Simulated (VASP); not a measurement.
TiO2:

```xyz
6
Lattice="4.6604 0.0000 0.0000 0.0000 4.6604 0.0000 0.0000 0.0000 2.9982" Properties=species:S:1:pos:R:3 pbc="T T T"
Ti    0.0000    0.0000    1.4991
Ti    2.3302    2.3302    0.0000
O     1.4182    1.4182    1.4991
O     0.9119    3.7484    0.0000
O     3.7484    0.9119    0.0000
O     3.2421    3.2421    1.4991
```

Base run:

```yaml
Program: VASP 6.6.1
Functional: revPBE
Dispersion: D3(BJ)
Potentials_or_basis: VASP PAW PBE potentials, release 64 (Ti_sv, O)
Cutoff: 520 eV
k_mesh: 6 × 6 × 9
Occupations: fermi-dirac, width 0.05 eV
Spin: no spin polarisation
```

Its results: band gap on the k mesh 1.77 eV, direct; pressure -7.8 GPa; largest force 0.121 eV/Å.

**Question.** The run is repeated on the same cell with these changes: functional from revPBE to BLYP. What comes out?

**Answer.** Band gap on the k mesh 1.74 eV, direct; pressure -6.6 GPa; largest force 0.066 eV/Å.

Caveats: the PAW data sets were made with another functional, which shifts forces and pressure a little.

A k mesh can miss the band edges.
